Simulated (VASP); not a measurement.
Runs of VASP 6.6.1 on MgO. The structure is that of space group Fm-3m (No. 225), or close to it. The cells are those of the table. 

```tsv
level	potentials or basis	cell	k mesh	cutoff (eV)	grid for exact exchange (PRECFOCK)	share of exact exchange	screening parameter	gap on the mesh (eV)	pressure (GPa)
r2SCAN	VASP PAW PBE potentials, release 64 (Mg_sv, O)	a = 3.018, b = 3.018, c = 2.973 Å, angles 60.5, 60.5, 59.0°, 2 atoms	10 × 10 × 10	920	-	-	-	5.36	-3.8
HSE06	VASP PAW PBE potentials, release 64 (Mg, O)	a = 2.973, b = 2.973, c = 2.899 Å, angles 60.8, 60.8, 61.7°, 2 atoms	8 × 8 × 8	520	Normal	0.25	0.2079 1/Å	(c)	(a)
HSE06	VASP PAW PBE potentials, release 64 (Mg, O)	a = 3.018, b = 3.018, c = 2.973 Å, angles 60.5, 60.5, 59.0°, 2 atoms	8 × 8 × 8	520	Normal	0.25	0.2079 1/Å	6.12	(b)
r2SCAN	VASP PAW PBE potentials, release 64 (Mg_sv, O)	a = 2.973, b = 2.973, c = 2.899 Å, angles 60.8, 60.8, 61.7°, 2 atoms	10 × 10 × 10	920	-	-	-	5.47	0.7
```

Alike in all rows: no spin polarisation; smearing gaussian 0.01 eV.

Question: Fill in the values left out.

Answer: (a) -0.5; (b) -5.0; (c) 6.28.

Caveats: the PAW data sets were made with another functional, which shifts forces and pressure a little; the stress differs along the axes, from -7 to -2 GPa (at least some runs); the cell stands under tension (at least some runs).

The runs don't all hold the same shells in valence.
